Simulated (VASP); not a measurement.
# K2TiF6 (P-3m1) in VASP: a series of runs

K2TiF6 is run at these levels: LDA; tasks: single point.

Everything below comes from runs of VASP 6.6.1. Logs are shortened: lines on timing, memory, paths and dates and some standing lists are left out, and cuts for length are marked.

**1. The cell of the first run**

The structure is trigonal, space group P-3m1 (No. 164). Conventional cell: a = 5.542 Å, b = 5.542 Å, c = 4.445 Å, α = 90.00°, β = 90.00°, γ = 120.00°. Within 3.5 Å of K (site symmetry 3m) lie 12 F at 2.68 to 2.87 Å and 3 Ti at 3.46 Å. Within 2.5 Å of Ti (site symmetry -3m) lie 6 F at 1.85 Å. F (site symmetry m) has 1 Ti at 1.85 Å within 2.5 Å.

**2. Single point, LDA**

The input, INCAR:

```
PREC = Accurate ; ENCUT = 520
EDIFF = 1E-7 ; ISMEAR = 0
SIGMA = 0.02 ; LREAL = F
LASPH = T ; NELM = 100
ALGO = Normal ; ISIF = 2
LWAVE = F ; LCHARG = F
GGA = CA ; NBANDS = 46
```

The input, KPOINTS:

```
regular mesh
0
Gamma
  6 6 6
```

The input, POSCAR:

```
K2TiF6
1.0
    5.5424586444      0.0000000000      0.0000000000
   -2.7712293222      4.7999099855      0.0000000000
    0.0000000000      0.0000000000      4.4450773941
K Ti F
2 1 6
Direct
    0.3333333333      0.6666666667      0.7043668649
    0.6666666667      0.3333333333      0.2956331351
    0.0000000000      0.0000000000      0.0000000000
    0.1606983474      0.8393016526      0.2317078623
    0.1606983474      0.3213966948      0.2317078623
    0.6786033052      0.8393016526      0.2317078623
    0.8393016526      0.1606983474      0.7682921377
    0.3213966948      0.1606983474      0.7682921377
    0.8393016526      0.6786033052      0.7682921377
```

Potentials or basis: VASP PAW LDA potentials, release 64 (K_sv, Ti_sv, F).

Launch:

```
cat potpaw_LDA.64/K_sv/POTCAR potpaw_LDA.64/Ti_sv/POTCAR potpaw_LDA.64/F/POTCAR > POTCAR
mpirun -np 1 vasp_std > vasp.out
```

OUTCAR:

```text
PREC = Accurate
   ENCUT = 520
   EDIFF = 1E-7
   ISMEAR = 0
   LREAL = F
   LASPH = T
   NELM = 100
   ISIF = 2
   GGA = CA

 ion  position               nearest neighbor table
   1  0.333  0.667  0.704-   4 2.68   6 2.68   5 2.68   9 2.79   8 2.79   7 2.79   7 2.79   9 2.79
                             8 2.79   2 3.68   2 3.68   2 3.68
   2  0.667  0.333  0.296-   7 2.68   8 2.68   9 2.68   5 2.79   6 2.79   4 2.79   4 2.79   5 2.79
                             6 2.79   1 3.68   1 3.68   1 3.68
   3  0.000  0.000  0.000-   4 1.85   6 1.85   7 1.85   8 1.85   5 1.85   9 1.85
   4  0.161  0.839  0.232-   3 1.85   1 2.68   2 2.79   2 2.79
   5  0.161  0.321  0.232-   3 1.85   1 2.68   2 2.79   2 2.79
   6  0.679  0.839  0.232-   3 1.85   1 2.68   2 2.79   2 2.79
   7  0.839  0.161  0.768-   3 1.85   2 2.68   1 2.79   1 2.79
   8  0.321  0.161  0.768-   3 1.85   2 2.68   1 2.79   1 2.79
   9  0.839  0.679  0.768-   3 1.85   2 2.68   1 2.79   1 2.79

  LATTYP: Found a hexagonal cell.
 ALAT       =     5.5424586444
 C/A-ratio  =     0.8020046119

  Lattice vectors:

 A1 = (   5.5424586444,   0.0000000000,   0.0000000000)
 A2 = (  -2.7712293222,   4.7999099855,   0.0000000000)
 A3 = (   0.0000000000,   0.0000000000,   4.4450773941)

Analysis of symmetry for initial positions (statically):
=====================================================================
 Subroutine PRICEL returns:
 Original cell was already a primitive cell.

 Routine SETGRP: Setting up the symmetry group for a
 hexagonal supercell.

 Subroutine GETGRP returns: Found 12 space group operations
 (whereof 12 operations were pure point group operations)
 out of a pool of 24 trial point group operations.

The static configuration has the point symmetry D_3d.

Analysis of symmetry for dynamics (positions and initial velocities):
=====================================================================
 Subroutine PRICEL returns:
 Original cell was already a primitive cell.

 Routine SETGRP: Setting up the symmetry group for a
 hexagonal supercell.

 Subroutine GETGRP returns: Found 12 space group operations
 (whereof 12 operations were pure point group operations)
 out of a pool of 24 trial point group operations.

The dynamic configuration has the point symmetry D_3d.

 Subroutine INISYM returns: Found 12 space group operations
 (whereof 12 operations are pure point group operations),
 and found     1 'primitive' translations

----------------------------------------------------------------------------------------

                                     Primitive cell

  volume of cell :     118.2537

  direct lattice vectors                    reciprocal lattice vectors
     5.542458644  0.000000000  0.000000000     0.180425343  0.104168620  0.000000000
    -2.771229322  4.799909986  0.000000000     0.000000000  0.208337240  0.000000000
     0.000000000  0.000000000  4.445077394     0.000000000  0.000000000  0.224967961

  length of vectors
     5.542458644  5.542458644  4.445077394     0.208337240  0.208337240  0.224967961

  position of ions in fractional coordinates (direct lattice)
     0.333333333  0.666666667  0.704366865
     0.666666667  0.333333333  0.295633135
     0.000000000  0.000000000  0.000000000
     0.160698347  0.839301653  0.231707862
     0.160698347  0.321396695  0.231707862
     0.678603305  0.839301653  0.231707862
     0.839301653  0.160698347  0.768292138
     0.321396695  0.160698347  0.768292138
     0.839301653  0.678603305  0.768292138

  ion indices of the primitive-cell ions
   primitive index   ion index
                 1           1
                 2           2
                 3           3
                 4           4
                 5           5
                 6           6
                 7           7
                 8           8
                 9           9

----------------------------------------------------------------------------------------

 KPOINTS: regular mesh

Automatic generation of k-mesh.
 Grid dimensions read from file:
 generate k-points for:    6    6    6

 Generating k-lattice:

  Cartesian coordinates                     Fractional coordinates (reciprocal lattice)
     0.030070890  0.017361437  0.000000000     0.166666667  0.000000000  0.000000000
     0.000000000  0.034722873  0.000000000     0.000000000  0.166666667  0.000000000
     0.000000000  0.000000000  0.037494660     0.000000000  0.000000000  0.166666667

  Length of vectors
     0.034722873  0.034722873  0.037494660

  Shift w.r.t. Gamma in fractional coordinates (k-lattice)
     0.000000000  0.000000000  0.000000000

 Subroutine IBZKPT returns following result:
 ===========================================

 Found     34 irreducible k-points:

 Following reciprocal coordinates:
            Coordinates               Weight
  0.000000  0.000000  0.000000      1.000000
  0.166667  0.000000  0.000000      6.000000
  0.333333  0.000000  0.000000      6.000000
  0.500000 -0.000000  0.000000      3.000000
  0.166667  0.166667  0.000000      6.000000
  0.333333  0.166667  0.000000     12.000000
[... 16 lines left out ...]
  0.500000 -0.000000  0.333333      6.000000
  0.166667  0.166667  0.333333     12.000000
 [... further k-points ...]
   k-points           NKPTS =     34   k-points in BZ     NKDIM =     34   number of bands    NBANDS=     46
   number of dos      NEDOS =    301   number of ions     NIONS =      9
   total plane-waves  NPLWV =  63504
   dimension x,y,z NGX =    42 NGY =   42 NGZ =   36
   dimension x,y,z NGXF=    84 NGYF=   84 NGZF=   72
   ions per type =               2   1   6
   NGX,Y,Z   is equivalent  to a cutoff of  12.60, 12.60, 13.46 a.u.
   NGXF,Y,Z  is equivalent  to a cutoff of  25.20, 25.20, 26.93 a.u.
 SYSTEM =  unknown system
   PREC   = accura    normal or accurate (medium, high low for compatibility)
   ISTART =      0    job   : 0-new  1-cont  2-samecut
   ICHARG =      2    charge: 1-file 2-atom 10-const
   ISPIN  =      1    spin polarized calculation?
   LNONCOLLINEAR =      F non collinear calculations
   LSORBIT =      F    spin-orbit coupling
   LASPH  =      T    aspherical Exc in radial PAW
   ENCUT  =  520.0 eV  38.22 Ry    6.18 a.u.  10.31 10.31  8.26*2*pi/ulx,y,z
   NELM   =    100;   NELMIN=  2; NELMDL= -5     # of ELM steps
   EDIFF  = 0.1E-06   stopping-criterion for ELM
   LREAL  =      F    real-space projection
   EDIFFG = 0.1E-05   stopping-criterion for IOM
   NSW    =      0    number of steps for IOM
   IBRION =     -1    ionic relax: 0-MD 1-quasi-New 2-CG
   NFREE  =      0    steps in history (QN), initial steepest desc. (CG)
   ISIF   =      2    stress and relaxation
   ISYM   =      2    0-nonsym 1-usesym 2-fastsym
   POTIM  = 0.5000    time-step for ionic-motion
   TEBEG  =    0.0;   TEEND  =   0.0 temperature during run
   PSTRESS=    0.0 pullay stress
   NELECT =      72.0000    total number of electrons
   NUPDOWN=      -1.0000    fix difference up-down
   EMIN   =  10.00;   EMAX   =-10.00  energy-range for DOS
   EFERMI =   0.00;   METHOD = LEGACY
   ISMEAR =     0;   SIGMA  =   0.02  broadening in eV -4-tet -1-fermi 0-gaus
   EFERMI_NEDOS =   21; number of points for ismear=-14 and -15
   IALGO  =     38    algorithm
   IMIX   =      4    mixing-type and parameters
     AMIX     =   0.40;   BMIX     =  1.00
     AMIX_MAG =   1.60;   BMIX_MAG =  1.00
  volume/ion in A,a.u.               =      13.14        88.67
  Fermi-wavevector in a.u.,A,eV,Ry     =   1.387546  2.622082 26.195075  1.925284
  Thomas-Fermi vector in A             =   2.511757
   LORBIT       =      0    0 simple, 1 ext, 2 COOP (PROOUT), +10 PAW based schemes
   GGA     = CA    functional components
   LHFCALC =     F    Hartree Fock is set to
   AEXX    =    0.0000 exact exchange contribution
   IVDW    =     0    specifies the selected vdW correction
   LEPSILON=     F    determine dielectric tensor
   LRPA    =     F    only Hartree local field effects (RPA)
 non-spin polarized calculation
 Gauss-broadening in eV      SIGMA  =   0.02
  energy-cutoff  :      520.00
  volume of cell :      118.25
 maximum number of plane-waves:      3212
 NGX is ok and might be reduce to    42
   NGX = 21   NGY = 21   NGZ = 17

 number of electron      72.0000020 magnetization

 Free energy of the ion-electron system (eV)
  ---------------------------------------------------
  ext. energy  EPLUGINS =         0.00000000
  ---------------------------------------------------
  free energy    TOTEN  =       -54.59710888 eV

  energy without entropy =      -54.59710888  energy(sigma->0) =      -54.59710888

 E-fermi :  -1.8796     XC(G=0): -10.5340

 val. band max:       -2.0419028130   @ k =   0.3333   0.0000   0.3333
 cond. band min:       2.9649905712   @ k =   0.0000   0.0000   0.0000
 fundamental gap:      5.0068933842
 Fermi energy:        -1.8796307968

 k-point     1 :       0.0000    0.0000    0.0000
  band No.  band energies     occupation
      1     -56.4136      2.00000
      2     -33.2280      2.00000
      3     -33.2280      2.00000
      4     -33.1729      2.00000
      5     -26.7921      2.00000
      6     -26.6900      2.00000
[... 38 lines left out ...]
     45       9.6428      0.00000
     46      10.0233      0.00000

 k-point     2 :       0.1667    0.0000    0.0000
  band No.  band energies     occupation
      1     -56.4136      2.00000
      2     -33.2283      2.00000
      3     -33.2281      2.00000
      4     -33.1728      2.00000
      5     -26.7839      2.00000
      6     -26.6947      2.00000
[... 38 lines left out ...]
     45       9.6919      0.00000
     46       9.9270      0.00000

 k-point     3 :       0.3333    0.0000    0.0000
  band No.  band energies     occupation
      1     -56.4136      2.00000
      2     -33.2289      2.00000
      3     -33.2282      2.00000
      4     -33.1727      2.00000
      5     -26.7639      2.00000
      6     -26.7075      2.00000
[... 38 lines left out ...]
     45       9.7415      0.00000
     46       9.8345      0.00000

 k-point     4 :       0.5000   -0.0000    0.0000
  band No.  band energies     occupation
      1     -56.4136      2.00000
      2     -33.2292      2.00000
      3     -33.2282      2.00000
      4     -33.1726      2.00000
      5     -26.7489      2.00000
      6     -26.7189      2.00000
[... 920 lines left out ...]
     45       9.7478      0.00000
     46       9.9529      0.00000

 k-point    23 :       0.5000   -0.0000    0.3333
  band No.  band energies     occupation
      1     -56.4135      2.00000
      2     -33.2282      2.00000
      3     -33.2273      2.00000
      4     -33.1765      2.00000
      5     -26.7358      2.00000
      6     -26.7151      2.00000
[... 38 lines left out ...]
     45      10.0065      0.00000
     46      10.0081      0.00000

 k-point    24 :       0.1667    0.1667    0.3333
  band No.  band energies     occupation
      1     -56.4135      2.00000
      2     -33.2277      2.00000
      3     -33.2273      2.00000
      4     -33.1766      2.00000
      5     -26.7486      2.00000
      6     -26.7065      2.00000
[... 38 lines left out ...]
     45       9.6664      0.00000
     46       9.8086      0.00000

 [... further k-points ...]
[... 5 lines left out ...]
  --------------------------------------------------------------------------------------
  -------------------------------------------------------------------------------------
  Total        0.5292277      0.5292277      0.4263791      0.0000000      0.0000000      0.0000000
  in kB        7.1703151      7.1703151      5.7768575      0.0000000      0.0000000      0.0000000
  external PRESSURE =       6.7058293 kB  Pullay stress =       0.0000000 kB

 VOLUME and BASIS-vectors are now :
 -----------------------------------------------------------------------------
  energy-cutoff  :      520.00
  volume of cell :      118.25
      direct lattice vectors                 reciprocal lattice vectors
     5.542458644  0.000000000  0.000000000     0.180425343  0.104168620  0.000000000
    -2.771229322  4.799909986  0.000000000     0.000000000  0.208337240  0.000000000
     0.000000000  0.000000000  4.445077394     0.000000000  0.000000000  0.224967961

 POSITION                                       TOTAL-FORCE (eV/Angst)
 -----------------------------------------------------------------------------------
     -0.00000      3.19994      3.13097        -0.000000      0.000000     -0.002917
      2.77123      1.59997      1.31411        -0.000000      0.000000      0.002917
      0.00000      0.00000      0.00000        -0.000000      0.000000     -0.000000
     -1.43523      4.02857      1.02996         0.102627     -0.059252      0.082473
      0.00000      1.54268      1.02996        -0.000000      0.118503      0.082473
      1.43523      4.02857      1.02996        -0.102627     -0.059252      0.082473
      4.20646      0.77134      3.41512        -0.102627      0.059252     -0.082473
      1.33600      0.77134      3.41512         0.102627      0.059252     -0.082473
      2.77123      3.25723      3.41512        -0.000000     -0.118503     -0.082473
 -----------------------------------------------------------------------------------
    total drift:                               -0.000000     -0.000000     -0.000000

  FREE ENERGIE OF THE ION-ELECTRON SYSTEM (eV)
  ---------------------------------------------------
  free  energy   TOTEN  =       -54.5971088793 eV

  energy  without entropy=      -54.5971088793  energy(sigma->0) =      -54.59710888
```

Wall time 12 min (1 thread of AMD EPYC 7R13, shared host); peak memory 0.26 GiB.

What came out:

```yaml
Free_energy: -54.5971 eV
Pressure: 0.7 GPa
Largest_force: 0.144 eV/Å
Band_gap_on_the_k_mesh: 5.01 eV, indirect (the least direct gap lies 2.9 meV higher)
```

Forces in eV/Å, atoms in the order of the input:
```
K    0.000  0.000 -0.003
K    0.000  0.000  0.003
Ti   0.000  0.000  0.000
F    0.103 -0.059  0.082
F    0.000  0.119  0.082
F   -0.103 -0.059  0.082
F   -0.103  0.059 -0.082
F    0.103  0.059 -0.082
F    0.000 -0.119 -0.082
```

Levels at points of the mesh, in eV from the valence-band top:
```
           k point  band 32  band 33  band 34  band 35  band 36  band 37  band 38  band 39  band 40  band 41
(0.00, 0.00, 0.00)    -0.31    -0.15    -0.14    -0.14     0.00     5.01     5.07     5.07     8.12     8.12
(0.50, 0.00, 0.00)    -0.44    -0.42    -0.33    -0.16    -0.11     5.05     5.15     5.24     7.78     8.13
(0.00, 0.00, 0.50)    -0.35    -0.35    -0.24    -0.07    -0.07     5.07     5.07     5.09     8.05     8.05
(0.50, 0.00, 0.50)    -0.45    -0.45    -0.36    -0.24    -0.07     5.03     5.17     5.23     7.76     8.06
```

A k mesh can miss the band edges. As with any semilocal functional, this LDA gap is likely too small.

**3. Single point, LDA (volume scaled by 1.03, then relaxed in part)**

The input, INCAR:

```
PREC     = Accurate       # precision mode
ENCUT    = 520            # plane-wave cutoff, eV
EDIFF    = 1E-6           # SCF threshold, eV
ISMEAR   = 0              # smearing method
SIGMA    = 0.02           # smearing width, eV
LREAL    = F              # projectors in reciprocal space
LASPH    = T              # aspherical terms in the spheres
NELM     = 80             # most SCF steps
ALGO     = Normal         # electronic algorithm
ISIF     = 2              # what is computed and relaxed
LWAVE    = F              # write WAVECAR
LCHARG   = F              # write CHGCAR
GGA      = CA             # functional
NBANDS   = 46             # bands
```

KPOINTS is that of step 2.

The input, POSCAR:

```
K2TiF6
1.0
    5.5938897573      0.0000000000      0.0000000000
   -2.7969448786      4.8444506358      0.0000000000
    0.0000000000      0.0000000000      4.4946271191
K Ti F
2 1 6
Direct
    0.3333333333      0.6666666667      0.7011422301
    0.6666666667      0.3333333333      0.2988577699
    0.0000000000      0.0000000000      0.0000000000
    0.1593147686      0.8406852314      0.2298290577
    0.1593147686      0.3186295371      0.2298290577
    0.6813704629      0.8406852314      0.2298290577
    0.8406852314      0.1593147686      0.7701709423
    0.3186295371      0.1593147686      0.7701709423
    0.8406852314      0.6813704629      0.7701709423
```

Potentials or basis: VASP PAW LDA potentials, release 64 (K_sv, Ti_sv, F).

Launch:

```
cat potpaw_LDA.64/K_sv/POTCAR potpaw_LDA.64/Ti_sv/POTCAR potpaw_LDA.64/F/POTCAR > POTCAR
mpirun -np 1 vasp_std > vasp.out
```

Run time: 9.9 min. Hardware: 1 thread of AMD EPYC 7R13, shared host; peak memory 0.27 GiB.

It converged, with:

- Free energy: -54.5920 eV
- Pressure: -0.5 GPa
- Largest force: 0.152 eV/Å
- Band gap on the k mesh: 5.01 eV, indirect (least direct gap 5.01 eV)

Forces on the atoms (eV/Å):
```
K    0.000  0.000 -0.004
K    0.000  0.000  0.004
Ti   0.000  0.000  0.000
F    0.109 -0.063  0.085
F    0.000  0.126  0.085
F   -0.109 -0.063  0.085
F   -0.109  0.063 -0.085
F    0.109  0.063 -0.085
F    0.000 -0.126 -0.085
```

Levels at points of the mesh, in eV from the valence-band top:
| k point | band 32 | band 33 | band 34 | band 35 | band 36 | band 37 | band 38 | band 39 | band 40 | band 41 |
| --- | --- | --- | --- | --- | --- | --- | --- | --- | --- | --- |
| (0.00, 0.00, 0.00) | -0.33 | -0.16 | -0.12 | -0.12 | -0.01 | 5.01 | 5.07 | 5.07 | 8.08 | 8.08 |
| (0.50, 0.00, 0.00) | -0.44 | -0.39 | -0.30 | -0.16 | -0.10 | 5.05 | 5.15 | 5.23 | 7.75 | 8.10 |
| (0.00, 0.00, 0.50) | -0.36 | -0.36 | -0.22 | -0.06 | -0.06 | 5.07 | 5.07 | 5.09 | 8.01 | 8.01 |
| (0.50, 0.00, 0.50) | -0.45 | -0.45 | -0.32 | -0.25 | -0.06 | 5.03 | 5.16 | 5.22 | 7.73 | 8.02 |

 A k mesh can miss the band edges.
